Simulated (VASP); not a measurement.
# TiTe2 (P-3m1) in VASP: further runs

Runs on TiTe2. Level: PBEsol. Tasks: single point, relaxation of cell and atoms.

Program: VASP 6.6.1. These are calculated values, not measurements. Logs are shortened: lines on timing, memory, paths and dates and some standing lists are left out, and cuts for length are marked.

### Step 1. The cell of the first run

It takes space group P-3m1 (No. 164, trigonal). Conventional cell: a = 3.404 Å, b = 3.404 Å, c = 5.945 Å, α = 90.00°, β = 90.00°, γ = 120.00°. Ti (site symmetry -3m) has 6 Te at 2.62 Å and 6 Ti at 3.40 Å within 3.5 Å. Te (site symmetry 3m) has 3 Ti at 2.62 Å and 9 Te at 3.15 to 3.40 Å within 3.5 Å.

### Step 2. Single point, PBEsol

Input file INCAR:

```
ALGO = Normal ; EDIFF = 1E-6
ENCUT = 520 ; GGA = PS
ISIF = 2 ; ISMEAR = -1
LASPH = T ; LCHARG = F
LREAL = F ; LWAVE = F
NBANDS = 19 ; NELM = 80
PREC = Accurate ; SIGMA = 0.1
```

Input file KPOINTS:

```
k-points
0
Gamma
  12 12 6
```

Input file POSCAR:

```
TiTe2
1.0
    3.4042406545      0.0000000000      0.0000000000
   -1.7021203273      2.9481588874      0.0000000000
    0.0000000000      0.0000000000      5.9448888478
Ti Te
1 2
Direct
    0.0000000000      0.0000000000      0.0000000000
    0.6666666667      0.3333333333      0.2925993826
    0.3333333333      0.6666666667      0.7074006174
```

Potentials or basis: VASP PAW PBE potentials, release 64 (Ti_sv, Te).

The run is started by

```
$ cat potpaw_PBE.64/Ti_sv/POTCAR potpaw_PBE.64/Te/POTCAR > POTCAR
$ mpirun -np 1 vasp_std > vasp.out
```

OUTCAR:

```text
EDIFF = 1E-6
   ENCUT = 520
   GGA = PS
   ISIF = 2
   ISMEAR = -1
   LASPH = T
   LREAL = F
   NELM = 80
   PREC = Accurate

 ion  position               nearest neighbor table
   1  0.000  0.000  0.000-   2 2.62   3 2.62   2 2.62   3 2.62   2 2.62   3 2.62
   2  0.667  0.333  0.293-   1 2.62   1 2.62   1 2.62   3 3.15   3 3.15   3 3.15
   3  0.333  0.667  0.707-   1 2.62   1 2.62   1 2.62   2 3.15   2 3.15   2 3.15

  LATTYP: Found a hexagonal cell.
 ALAT       =     3.4042406545
 C/A-ratio  =     1.7463186217

  Lattice vectors:

 A1 = (   3.4042406545,   0.0000000000,   0.0000000000)
 A2 = (  -1.7021203273,   2.9481588874,   0.0000000000)
 A3 = (   0.0000000000,   0.0000000000,   5.9448888478)

Analysis of symmetry for initial positions (statically):
=====================================================================
 Subroutine PRICEL returns:
 Original cell was already a primitive cell.

 Routine SETGRP: Setting up the symmetry group for a
 hexagonal supercell.

 Subroutine GETGRP returns: Found 12 space group operations
 (whereof 12 operations were pure point group operations)
 out of a pool of 24 trial point group operations.

The static configuration has the point symmetry D_3d.

Analysis of symmetry for dynamics (positions and initial velocities):
=====================================================================
 Subroutine PRICEL returns:
 Original cell was already a primitive cell.

 Routine SETGRP: Setting up the symmetry group for a
 hexagonal supercell.

 Subroutine GETGRP returns: Found 12 space group operations
 (whereof 12 operations were pure point group operations)
 out of a pool of 24 trial point group operations.

The dynamic configuration has the point symmetry D_3d.

 Subroutine INISYM returns: Found 12 space group operations
 (whereof 12 operations are pure point group operations),
 and found     1 'primitive' translations

----------------------------------------------------------------------------------------

                                     Primitive cell

  volume of cell :      59.6643

  direct lattice vectors                    reciprocal lattice vectors
     3.404240655  0.000000000  0.000000000     0.293751265  0.169597372  0.000000000
    -1.702120327  2.948158887  0.000000000     0.000000000  0.339194744  0.000000000
     0.000000000  0.000000000  5.944888848     0.000000000  0.000000000  0.168211724

  length of vectors
     3.404240655  3.404240655  5.944888848     0.339194744  0.339194744  0.168211724

  position of ions in fractional coordinates (direct lattice)
     0.000000000  0.000000000  0.000000000
     0.666666667  0.333333333  0.292599383
     0.333333333  0.666666667  0.707400617

  ion indices of the primitive-cell ions
   primitive index   ion index
                 1           1
                 2           2
                 3           3

----------------------------------------------------------------------------------------

 KPOINTS: k-points

Automatic generation of k-mesh.
 Grid dimensions read from file:
 generate k-points for:   12   12    6

 Generating k-lattice:

  Cartesian coordinates                     Fractional coordinates (reciprocal lattice)
     0.024479272  0.014133114  0.000000000     0.083333333 -0.000000000  0.000000000
     0.000000000  0.028266229  0.000000000     0.000000000  0.083333333  0.000000000
     0.000000000  0.000000000  0.028035287     0.000000000  0.000000000  0.166666667

  Length of vectors
     0.028266229  0.028266229  0.028035287

  Shift w.r.t. Gamma in fractional coordinates (k-lattice)
     0.000000000  0.000000000  0.000000000

 Subroutine IBZKPT returns following result:
 ===========================================

 Found    100 irreducible k-points:

 Following reciprocal coordinates:
            Coordinates               Weight
  0.000000  0.000000  0.000000      1.000000
  0.083333 -0.000000  0.000000      6.000000
  0.166667  0.000000  0.000000      6.000000
  0.250000  0.000000  0.000000      6.000000
  0.333333  0.000000  0.000000      6.000000
  0.416667  0.000000  0.000000      6.000000
[... 16 lines left out ...]
  0.166667  0.000000  0.166667      6.000000
  0.000000  0.166667  0.166667      6.000000
 [... further k-points ...]
   k-points           NKPTS =    100   k-points in BZ     NKDIM =    100   number of bands    NBANDS=     19
   number of dos      NEDOS =    301   number of ions     NIONS =      3
   total plane-waves  NPLWV =  37632
   dimension x,y,z NGX =    28 NGY =   28 NGZ =   48
   dimension x,y,z NGXF=    56 NGYF=   56 NGZF=   96
   ions per type =               1   2
   NGX,Y,Z   is equivalent  to a cutoff of  13.67, 13.67, 13.42 a.u.
   NGXF,Y,Z  is equivalent  to a cutoff of  27.35, 27.35, 26.85 a.u.
 SYSTEM =  unknown system
   PREC   = accura    normal or accurate (medium, high low for compatibility)
   ISTART =      0    job   : 0-new  1-cont  2-samecut
   ICHARG =      2    charge: 1-file 2-atom 10-const
   ISPIN  =      1    spin polarized calculation?
   LNONCOLLINEAR =      F non collinear calculations
   LSORBIT =      F    spin-orbit coupling
   LASPH  =      T    aspherical Exc in radial PAW
   ENCUT  =  520.0 eV  38.22 Ry    6.18 a.u.   6.33  6.33 11.05*2*pi/ulx,y,z
   NELM   =     80;   NELMIN=  2; NELMDL= -5     # of ELM steps
   EDIFF  = 0.1E-05   stopping-criterion for ELM
   LREAL  =      F    real-space projection
   EDIFFG = 0.1E-04   stopping-criterion for IOM
   NSW    =      0    number of steps for IOM
   IBRION =     -1    ionic relax: 0-MD 1-quasi-New 2-CG
   NFREE  =      0    steps in history (QN), initial steepest desc. (CG)
   ISIF   =      2    stress and relaxation
   ISYM   =      2    0-nonsym 1-usesym 2-fastsym
   POTIM  = 0.5000    time-step for ionic-motion
   TEBEG  =    0.0;   TEEND  =   0.0 temperature during run
   PSTRESS=    0.0 pullay stress
   NELECT =      24.0000    total number of electrons
   NUPDOWN=      -1.0000    fix difference up-down
   EMIN   =  10.00;   EMAX   =-10.00  energy-range for DOS
   EFERMI =   0.00;   METHOD = LEGACY
   ISMEAR =    -1;   SIGMA  =   0.10  broadening in eV -4-tet -1-fermi 0-gaus
   EFERMI_NEDOS =   21; number of points for ismear=-14 and -15
   IALGO  =     38    algorithm
   IMIX   =      4    mixing-type and parameters
     AMIX     =   0.40;   BMIX     =  1.00
     AMIX_MAG =   1.60;   BMIX_MAG =  1.00
  volume/ion in A,a.u.               =      19.89       134.21
  Fermi-wavevector in a.u.,A,eV,Ry     =   1.208482  2.283700 19.870348  1.460429
  Thomas-Fermi vector in A             =   2.344089
   LORBIT       =      0    0 simple, 1 ext, 2 COOP (PROOUT), +10 PAW based schemes
   GGA     = PS    functional components
   LHFCALC =     F    Hartree Fock is set to
   AEXX    =    0.0000 exact exchange contribution
   IVDW    =     0    specifies the selected vdW correction
   LEPSILON=     F    determine dielectric tensor
   LRPA    =     F    only Hartree local field effects (RPA)
 non-spin polarized calculation
  energy-cutoff  :      520.00
  volume of cell :       59.66
 maximum number of plane-waves:      1630
 NGX is ok and might be reduce to    28
   NGX = 13   NGY = 13   NGZ = 23

 number of electron      23.9999993 magnetization

 Free energy of the ion-electron system (eV)
  ---------------------------------------------------
  ext. energy  EPLUGINS =         0.00000000
  ---------------------------------------------------
  free energy    TOTEN  =       -16.77394200 eV

  energy without entropy =      -16.72889931  energy(sigma->0) =      -16.75142066

 E-fermi :  10.8918     XC(G=0): -11.4688

 val. band max:       10.8608355554   @ k =   0.0833   0.0833   0.1667
 cond. band min:      10.8952027783   @ k =   0.3333   0.0000   0.5000
 fundamental gap:      0.0343672229
 Fermi energy:        10.8917875865

 k-point     1 :       0.0000    0.0000    0.0000
  band No.  band energies     occupation
      1     -45.7077      2.00000
      2     -22.1665      2.00000
      3     -22.0896      2.00000
      4     -22.0896      2.00000
      5      -3.8629      2.00000
      6      -0.9543      2.00000
[... 11 lines left out ...]
     18      16.5625      0.00000
     19      19.1478      0.00000

 k-point     2 :       0.0833   -0.0000    0.0000
  band No.  band energies     occupation
      1     -45.7067      2.00000
      2     -22.1640      2.00000
      3     -22.0994      2.00000
      4     -22.0918      2.00000
      5      -3.7480      2.00000
      6      -0.8866      2.00000
[... 11 lines left out ...]
     18      17.2517      0.00000
     19      18.6028      0.00000

 k-point     3 :       0.1667    0.0000    0.0000
  band No.  band energies     occupation
      1     -45.7041      2.00000
      2     -22.1571      2.00000
      3     -22.1261      2.00000
      4     -22.0977      2.00000
      5      -3.4081      2.00000
      6      -0.6931      2.00000
[... 11 lines left out ...]
     18      17.0610      0.00000
     19      18.9881      0.00000

 k-point     4 :       0.2500    0.0000    0.0000
  band No.  band energies     occupation
      1     -45.7005      2.00000
      2     -22.1629      2.00000
      3     -22.1471      2.00000
      4     -22.1058      2.00000
      5      -2.8593      2.00000
      6      -0.4097      2.00000
[... 407 lines left out ...]
     18      17.3439      0.00000
     19      18.8507      0.00000

 k-point    23 :       0.1667    0.0000    0.1667
  band No.  band energies     occupation
      1     -45.7041      2.00000
      2     -22.1572      2.00000
      3     -22.1261      2.00000
      4     -22.0977      2.00000
      5      -3.3219      2.00000
      6      -0.9301      2.00000
[... 11 lines left out ...]
     18      16.7111      0.00000
     19      18.0114      0.00000

 k-point    24 :       0.0000    0.1667    0.1667
  band No.  band energies     occupation
      1     -45.7041      2.00000
      2     -22.1572      2.00000
      3     -22.1261      2.00000
      4     -22.0977      2.00000
      5      -3.3145      2.00000
      6      -0.9545      2.00000
[... 11 lines left out ...]
     18      17.3535      0.00000
     19      18.7463      0.00000

 [... further k-points ...]

------------------------ aborting loop because EDIFF is reached ----------------------------------------

  FORCE on cell =-STRESS in cart. coord.  units (eV):
  Direction    XX          YY          ZZ          XY          YZ          ZX
  --------------------------------------------------------------------------------------
  -------------------------------------------------------------------------------------
  Total        7.4628969      7.4628969      7.4730659     -0.0000000     -0.0000000      0.0000000
  in kB      200.4025044    200.4025044    200.6755749     -0.0000000     -0.0000000      0.0000000
  external PRESSURE =     200.4935279 kB  Pullay stress =       0.0000000 kB

 VOLUME and BASIS-vectors are now :
 -----------------------------------------------------------------------------
  energy-cutoff  :      520.00
  volume of cell :       59.66
      direct lattice vectors                 reciprocal lattice vectors
     3.404240655  0.000000000  0.000000000     0.293751265  0.169597372  0.000000000
    -1.702120327  2.948158887  0.000000000     0.000000000  0.339194744  0.000000000
     0.000000000  0.000000000  5.944888848     0.000000000  0.000000000  0.168211724

 POSITION                                       TOTAL-FORCE (eV/Angst)
 -----------------------------------------------------------------------------------
      0.00000      0.00000      0.00000         0.000000      0.000000      0.000000
      1.70212      0.98272      1.73947         0.000000     -0.000000      0.011011
     -0.00000      1.96544      4.20542        -0.000000      0.000000     -0.011011
 -----------------------------------------------------------------------------------
    total drift:                               -0.000000     -0.000000      0.000000

  FREE ENERGIE OF THE ION-ELECTRON SYSTEM (eV)
  ---------------------------------------------------
  free  energy   TOTEN  =       -16.7739420034 eV

  energy  without entropy=      -16.7288993096  energy(sigma->0) =      -16.75142066
```

Run time: 3 min. Hardware: 1 thread of Intel Xeon 8259CL, shared host; peak memory 0.26 GiB.

What came out:

| Quantity | Value |
| --- | --- |
| Free energy | -16.7739 eV |
| Pressure | 20.0 GPa |
| Largest force | 0.011 eV/Å |
| Band gap on the k mesh | zero (bands 12 and 13 overlap by 1.05 eV) |

Forces on the atoms (eV/Å):
```
Ti   0.000  0.000  0.000
Te   0.000  0.000  0.011
Te   0.000  0.000 -0.011
```

Caveat: the cell stands under pressure; the PAW data sets were made with another functional, which shifts forces and pressure a little; spin-orbit coupling is left out, which moves the levels of the heavy elements.

### Step 3. Single point, PBEsol

Input file INCAR:

```
SYSTEM = TiTe2
  PREC = Accurate
  ENCUT = 520
  EDIFF = 1E-6
  ISMEAR = -1
  SIGMA = 0.1
  LREAL = .FALSE.
  LASPH = .TRUE.
  NELM = 100
  ALGO = Normal
  ISIF = 2
  LWAVE = .FALSE.
  LCHARG = .FALSE.
  GGA = PS
  NBANDS = 19
```

Input file KPOINTS:

```
regular mesh
0
G
  12 12 6
  0 0 0
```

Input file POSCAR:

```
TiTe2
1.0
    3.4042413875      0.0000000000      0.0000000000
   -1.7021206938      2.9481595222      0.0000000000
    0.0000000000      0.0000000000      5.9448875640
Ti Te
1 2
Direct
    0.0000000000      0.0000000000      0.0000000000
    0.6666666667      0.3333333333      0.2925993750
    0.3333333333      0.6666666667      0.7074006250
```

Potentials or basis: VASP PAW PBE potentials, release 64 (Ti_sv, Te).

The run is started by

```
$ cat potpaw_PBE.64/Ti_sv/POTCAR potpaw_PBE.64/Te/POTCAR > POTCAR
$ mpirun -np 1 vasp_std > vasp.out
```

It took 3.3 min on 1 thread of Intel Xeon 8259CL, shared host; peak memory 0.26 GiB.

It converged, with:

```
Free energy            : -16.7739 eV
Pressure               : 20.0 GPa
Largest force          : 0.011 eV/Å
Band gap on the k mesh : zero (bands 12 and 13 overlap by 1.05 eV)
```

Forces on the atoms (eV/Å):
```
Ti   0.000  0.000  0.000
Te   0.000  0.000  0.011
Te   0.000  0.000 -0.011
```

Levels at points of the mesh, in eV from the Fermi level:
| k point | band 9 | band 10 | band 11 | band 12 | band 13 | band 14 | band 15 | band 16 |
| --- | --- | --- | --- | --- | --- | --- | --- | --- |
| (0.00, 0.00, 0.00) | -1.50 | -0.24 | 0.63 | 0.63 | 1.56 | 2.20 | 2.20 | 3.41 |
| (0.50, 0.00, 0.00) | -3.60 | -3.07 | -1.71 | -1.57 | -0.31 | 1.92 | 2.09 | 2.99 |
| (0.00, 0.00, 0.50) | -1.29 | -1.29 | 0.60 | 0.60 | 1.19 | 1.19 | 1.64 | 4.66 |
| (0.50, 0.00, 0.50) | -3.36 | -2.57 | -0.99 | -0.62 | 0.10 | 1.92 | 2.38 | 2.62 |

Caveat: the cell stands under pressure; the PAW data sets were made with another functional, which shifts forces and pressure a little; spin-orbit coupling is left out, which moves the levels of the heavy elements.

(Part 1 of 2 ends here.)

The gap in the log of VASP goes by the Fermi energy; the results here count the filled bands.